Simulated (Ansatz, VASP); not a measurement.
# PIr: VASP beside Ansatz

```xyz
2
Lattice="0.0185 2.4648 2.4648 2.4648 0.0185 2.4648 2.4833 2.4833 0.0000" Properties=species:S:1:pos:R:3 pbc="T T T"
Ir    0.0000    0.0000    0.0000
P     2.4833    2.4833    2.4648
```

Change from the starting cell: xy shear strain of +1.5 %.

Alike in both runs: task single point; functional PBE; k mesh 13 × 13 × 13; occupations fermi-dirac, width 0.05 eV; no spin polarisation.

```csv
,VASP,Ansatz
version,VASP 6.6.1,Ansatz 0.2.0
potentials or method,"VASP PAW PBE potentials, release 64 (Ir, P), cutoff 520 eV","all-electron LAPW, scalar-relativistic"
```

|  | VASP | Ansatz | Ansatz less VASP |
| --- | --- | --- | --- |
| pressure (GPa) | 0.4 | 0.0 | -0.37 |
| traceless stress, the component that is largest in VASP (GPa) | -0.05 | -0.04 | +0.005 |

Ansatz ran all-electron here, and VASP with PAW potentials.

Neither program's run includes spin-orbit coupling.
